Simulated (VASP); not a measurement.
# NaH (F-43m) in VASP: notebook

NaH is run at these levels: PBE, r2SCAN; tasks: G0W0 quasiparticle levels.

Program: VASP 6.6.1. These are calculated values, not measurements. Logs are shortened: lines on timing, memory, paths and dates and some standing lists are left out, and cuts for length are marked.

## 1. The cell of the first run

The structure is cubic, space group F-43m (No. 216). Conventional cell: a = 5.194 Å, b = 5.194 Å, c = 5.194 Å, α = 90.00°, β = 90.00°, γ = 90.00°. Na (site symmetry -43m) has 4 H at 2.25 Å within 3.0 Å. Within 3.0 Å of H (site symmetry -43m) lie 4 Na at 2.25 Å.

## 2. G0W0 quasiparticle levels, PBE

Input file POSCAR:

```
NaH
1.0
    0.0000000000      2.5969210594      2.5969210594
    2.5969210594      0.0000000000      2.5969210594
    2.5969210594      2.5969210594      0.0000000000
Na H
1 1
Direct
    0.0000000000      0.0000000000      0.0000000000
    0.2500000000      0.2500000000      0.2500000000
```

Input file INCAR.step1:

```
SYSTEM = NaH
ALGO = Normal
EDIFF = 1E-8
ENCUT = 500
GGA = PE
ISMEAR = 0
LASPH = .True.
LCHARG = .False.
LREAL = .False.
LWAVE = .True.
NELM = 100
PREC = Accurate
SIGMA = 0.01
```

Input file INCAR.step2:

```
SYSTEM = NaH
ALGO = Exact
EDIFF = 1E-8
ENCUT = 500
GGA = PE
ISMEAR = 0
ISTART = 1
LASPH = .True.
LCHARG = .False.
LOPTICS = .True.
LREAL = .False.
LWAVE = .True.
NBANDS = 136
NELM = 1
PREC = Accurate
SIGMA = 0.01
```

Input file INCAR.step3:

```
SYSTEM = NaH
ALGO = EVGW0
EDIFF = 1E-8
ENCUT = 500
ENCUTGW = 140.0
GGA = PE
ISMEAR = 0
ISTART = 1
LASPH = .True.
LCHARG = .False.
LREAL = .False.
LWAVE = .False.
NBANDS = 136
NBANDSGW = 13
NELMGW = 1
NOMEGA = 96
OMEGAMAX = 20
PREC = Accurate
PRECFOCK = Fast
SIGMA = 0.01
```

Input file KPOINTS:

```
k-points
0
Gamma
  4 4 4
  0 0 0
```

Potentials or basis: VASP PAW PBE potentials, release 64 (Na_sv_GW, H_GW).

Started as:

```bash
cat potpaw_PBE.64/Na_sv_GW/POTCAR potpaw_PBE.64/H_GW/POTCAR > POTCAR
cp INCAR.step1 INCAR
mpirun -np 1 vasp_std > vasp.out
cp INCAR.step2 INCAR
mpirun -np 1 vasp_std > vasp.out
cp INCAR.step3 INCAR
mpirun -np 1 vasp_std > vasp.out
```

OUTCAR:

```text
SYSTEM = NaH
   EDIFF = 1E-8
   ENCUT = 500
   ENCUTGW = 140.0
   GGA = PE
   ISMEAR = 0
   ISTART = 1
   LASPH = .True.
   LREAL = .False.
   NELMGW = 1
   PREC = Accurate
   PRECFOCK = Fast

 ion  position               nearest neighbor table
   1  0.000  0.000  0.000-
   2  0.250  0.250  0.250-

  LATTYP: Found a face centered cubic cell.
 ALAT       =     5.1938421188

  Lattice vectors:

 A1 = (   0.0000000000,   2.5969210594,   2.5969210594)
 A2 = (   2.5969210594,   0.0000000000,   2.5969210594)
 A3 = (   2.5969210594,   2.5969210594,   0.0000000000)

Analysis of symmetry for initial positions (statically):
=====================================================================
 Subroutine PRICEL returns:
 Original cell was already a primitive cell.

 Routine SETGRP: Setting up the symmetry group for a
 face centered cubic supercell.

 Subroutine GETGRP returns: Found 24 space group operations
 (whereof 24 operations were pure point group operations)
 out of a pool of 48 trial point group operations.

The static configuration has the point symmetry T_d .

Analysis of symmetry for dynamics (positions and initial velocities):
=====================================================================
 Subroutine PRICEL returns:
 Original cell was already a primitive cell.

 Routine SETGRP: Setting up the symmetry group for a
 face centered cubic supercell.

 Subroutine GETGRP returns: Found 24 space group operations
 (whereof 24 operations were pure point group operations)
 out of a pool of 48 trial point group operations.

The dynamic configuration has the point symmetry T_d .

 Subroutine INISYM returns: Found 24 space group operations
 (whereof 24 operations are pure point group operations),
 and found     1 'primitive' translations

----------------------------------------------------------------------------------------

                                     Primitive cell

  volume of cell :      35.0273

  direct lattice vectors                    reciprocal lattice vectors
     0.000000000  2.596921059  2.596921059    -0.192535695  0.192535695  0.192535695
     2.596921059  0.000000000  2.596921059     0.192535695 -0.192535695  0.192535695
     2.596921059  2.596921059  0.000000000     0.192535695  0.192535695 -0.192535695

  length of vectors
     3.672600983  3.672600983  3.672600983     0.333481605  0.333481605  0.333481605

  position of ions in fractional coordinates (direct lattice)
     0.000000000  0.000000000  0.000000000
     0.250000000  0.250000000  0.250000000

  ion indices of the primitive-cell ions
   primitive index   ion index
                 1           1
                 2           2

----------------------------------------------------------------------------------------

 KPOINTS: k-points

Automatic generation of k-mesh.
 Grid dimensions read from file:
 generate k-points for:    4    4    4

 Generating k-lattice:

  Cartesian coordinates                     Fractional coordinates (reciprocal lattice)
    -0.048133924  0.048133924  0.048133924     0.250000000  0.000000000  0.000000000
     0.048133924 -0.048133924  0.048133924     0.000000000  0.250000000  0.000000000
     0.048133924  0.048133924 -0.048133924     0.000000000  0.000000000  0.250000000

  Length of vectors
     0.083370401  0.083370401  0.083370401

  Shift w.r.t. Gamma in fractional coordinates (k-lattice)
     0.000000000  0.000000000  0.000000000

 Subroutine IBZKPT returns following result:
 ===========================================

 Found      8 irreducible k-points:

 Following reciprocal coordinates:
            Coordinates               Weight
  0.000000  0.000000  0.000000      1.000000
  0.250000  0.000000  0.000000      8.000000
  0.500000  0.000000  0.000000      4.000000
  0.250000  0.250000  0.000000      6.000000
  0.500000  0.250000  0.000000     24.000000
 -0.250000  0.250000  0.000000     12.000000
  0.500000  0.500000  0.000000      3.000000
 -0.250000  0.500000  0.250000      6.000000
   k-points           NKPTS =      8   k-points in BZ     NKDIM =     64   number of bands    NBANDS=    136
   number of dos      NEDOS =    301   number of ions     NIONS =      2
   total plane-waves  NPLWV =  21952
   dimension x,y,z NGX =    28 NGY =   28 NGZ =   28
   dimension x,y,z NGXF=    56 NGYF=   56 NGZF=   56
   ions per type =               1   1
   NGX,Y,Z   is equivalent  to a cutoff of  12.67, 12.67, 12.67 a.u.
   NGXF,Y,Z  is equivalent  to a cutoff of  25.35, 25.35, 25.35 a.u.
 SYSTEM =  NaH
   PREC   = accura    normal or accurate (medium, high low for compatibility)
   ISTART =      1    job   : 0-new  1-cont  2-samecut
   ICHARG =      0    charge: 1-file 2-atom 10-const
   ISPIN  =      1    spin polarized calculation?
   LNONCOLLINEAR =      F non collinear calculations
   LSORBIT =      F    spin-orbit coupling
   LASPH  =      T    aspherical Exc in radial PAW
   ENCUT  =  500.0 eV  36.75 Ry    6.06 a.u.   6.70  6.70  6.70*2*pi/ulx,y,z
   NELM   =     60;   NELMIN=  2; NELMDL=  0     # of ELM steps
   EDIFF  = 0.1E-07   stopping-criterion for ELM
   LREAL  =      F    real-space projection
   EDIFFG = 0.1E-06   stopping-criterion for IOM
   NSW    =      0    number of steps for IOM
   IBRION =     -1    ionic relax: 0-MD 1-quasi-New 2-CG
   NFREE  =      0    steps in history (QN), initial steepest desc. (CG)
   ISIF   =      0    stress and relaxation
   ISYM   =      3    0-nonsym 1-usesym 2-fastsym
   POTIM  = 0.5000    time-step for ionic-motion
   TEBEG  =    0.0;   TEEND  =   0.0 temperature during run
   PSTRESS=    0.0 pullay stress
   NELECT =      10.0000    total number of electrons
   NUPDOWN=      -1.0000    fix difference up-down
   EMIN   =  10.00;   EMAX   =-10.00  energy-range for DOS
   EFERMI =   0.00;   METHOD = LEGACY
   ISMEAR =     0;   SIGMA  =   0.01  broadening in eV -4-tet -1-fermi 0-gaus
   EFERMI_NEDOS =   21; number of points for ismear=-14 and -15
   IALGO  =     38    algorithm
   IMIX   =      4    mixing-type and parameters
     AMIX     =   0.40;   BMIX     =  1.00
     AMIX_MAG =   1.60;   BMIX_MAG =  1.00
  volume/ion in A,a.u.               =      17.51       118.19
  Fermi-wavevector in a.u.,A,eV,Ry     =   1.077969  2.037065 15.810190  1.162016
  Thomas-Fermi vector in A             =   2.213895
   LORBIT       =      0    0 simple, 1 ext, 2 COOP (PROOUT), +10 PAW based schemes
   GGA     = PE    functional components
   LHFCALC =     T    Hartree Fock is set to
   PRECFOCK=fast      Normal, Fast or Accurate (Low or Medium for compatibility)
   ENCUT4O =  -1.0   cutoff for four orbital integrals eV
   NKREDX  =     1    reduce k-point grid by
   NKREDY  =     1    reduce k-point grid by
   NKREDZ  =     1    reduce k-point grid by
   AEXX    =    1.0000 exact exchange contribution
   HFSCREEN=    0.0000 screening length (either q_TF or 0.3 A-1)
   HFSCREENC=   0.0000 screening length for correlation (either q_TF or 0.3 A-1)
   ENCUTFOCK=  -1.0 apply spherical cutoff to Coloumb kernel
   IVDW    =     0    specifies the selected vdW correction
   LEPSILON=     F    determine dielectric tensor
   LRPA    =     F    only Hartree local field effects (RPA)
   LRPAFORCE           =     F    calculate RPA forces
   ENCUTGW             = 140.0    cutoff for response function in eV
   ENCUTGWSOFT         = 112.0    soft cutoff for Coulomb kernel in GW response function in eV
   ENCUTLF             =  -1.0    cutoff for local field effects
   NELMGW              =     1    number of iterations in solving QP/BSE equation
   NELMHF              =     1    number of iterations in the inner HF iteration
   NKREDLFX            =     1    NKREDLFY  =   1   NKREDLFZ  =   1
 non-spin polarized calculation
 Gauss-broadening in eV      SIGMA  =   0.01
  energy-cutoff  :      500.00
  volume of cell :       35.03
 maximum number of plane-waves:       896
 NGX is ok and might be reduce to    28
  NGX = 16; NGY = 16; NGZ = 16
   NGX = 13   NGY = 13   NGZ = 13
 maximum number of plane-waves:       138

 QP shifts <psi_nk| G(iteration)W_0 |psi_nk>: iteration 1
 for sc-GW calculations column KS-energies equals QP-energies in previous step
 and V_xc(KS)=  KS-energies - (<T + V_ion + V_H > + <T+V_H+V_ion>^1  + <V_x>^1)

 k-point   1 :       0.0000    0.0000    0.0000
  band No.  KS-energies  QP-energies   sigma(KS)   V_xc(KS)     V^pw_x(r,r')   Z            occupation Imag(sigma)

      1     -52.0072     -60.4725     -41.0791     -29.2729     -49.1430       0.7170       2.0000       0.2757
      2     -23.9333     -29.1512     -35.3567     -28.3465     -41.3803       0.7443       2.0000       0.0702
      3     -23.9333     -29.1512     -35.3567     -28.3465     -41.3803       0.7443       2.0000       0.0702
      4     -23.9333     -29.1512     -35.3567     -28.3465     -41.3803       0.7443       2.0000       0.0702
      5      -4.7722      -6.4031     -10.9478      -8.5152     -13.2817       0.6704       2.0000       0.1508
      6       6.2844       6.9266      -7.9853      -8.9190      -4.2454       0.6878       0.0000      -0.1599
      7      11.3953      12.3074      -5.7270      -6.8479      -1.8535       0.8137       0.0000      -0.6090
      8      11.3953      12.3074      -5.7270      -6.8479      -1.8535       0.8137       0.0000      -0.6090
      9      11.3953      12.3074      -5.7270      -6.8479      -1.8535       0.8137       0.0000      -0.6090
     10      14.0751      14.8298      -6.2103      -7.2020      -2.0805       0.7610       0.0000      -0.7992
     11      14.0751      14.8298      -6.2103      -7.2020      -2.0805       0.7610       0.0000      -0.7992
     12      14.0751      14.8298      -6.2103      -7.2020      -2.0805       0.7610       0.0000      -0.7992
     13      16.8574      17.3849      -4.3138      -4.9528      -0.6578       0.8255       0.0000      -1.0594

 k-point   2 :       0.2500    0.0000    0.0000
  band No.  KS-energies  QP-energies   sigma(KS)   V_xc(KS)     V^pw_x(r,r')   Z            occupation Imag(sigma)
[... 103 lines left out ...]
      1     -52.0039     -60.5696     -41.0849     -29.2805     -49.1505       0.7256       2.0000       0.2761
      2     -23.9671     -29.1440     -35.2629     -28.2488     -41.2750       0.7381       2.0000       0.0741
      3     -23.9622     -29.1331     -35.2665     -28.2635     -41.2834       0.7384       2.0000       0.0721
      4     -23.9502     -29.1356     -35.3044     -28.2990     -41.3242       0.7402       2.0000       0.0717
      5      -1.9414      -3.5937     -12.9212     -10.6585     -14.4581       0.7302       2.0000       0.0568
      6       3.9451       4.5651      -5.2195      -6.0046      -2.2326       0.7897       0.0000      -0.0739
      7       4.1523       4.6925      -5.3176      -6.0159      -2.1864       0.7736       0.0000      -0.0869
      8       5.3647       6.3444      -6.2900      -7.5501      -3.0371       0.7775       0.0000      -0.0848
      9      12.1780      12.8775      -6.4285      -7.3695      -2.3022       0.7433       0.0000      -0.7494
     10      13.3165      14.2053      -5.7984      -6.9447      -1.8615       0.7754       0.0000      -0.6958
     11      15.1706      16.1287      -6.3406      -7.5127      -2.2237       0.8174       0.0000      -0.9211
     12      16.1259      17.0383      -5.7294      -6.8948      -1.6000       0.7830       0.0000      -0.9752
     13      20.7051      21.6927      -6.5087      -7.8047      -1.8556       0.7620       0.0000      -1.6280
```

Run time: 78 s. Hardware: 1 thread of Intel Xeon Platinum 8488C (Sapphire Rapids), shared host; peak memory 0.33 GiB.

Results:

| Property | Result |
| --- | --- |
| Quasiparticle gap | 5.87 eV |
| Least direct quasiparticle gap | 6.58 eV |
| Band gap of the starting levels on the mesh | 3.61 eV |
| Least direct gap of the starting levels on the mesh | 4.32 eV |

Caveat: the k points lie up to 0.52 Å⁻¹ apart; bands, screening cutoff and mesh are small and nothing is extrapolated, so the quasiparticle values aren't converged; the structure was generated, so it needn't be the stable form of NaH.

(Continued in part 2 of 2.)
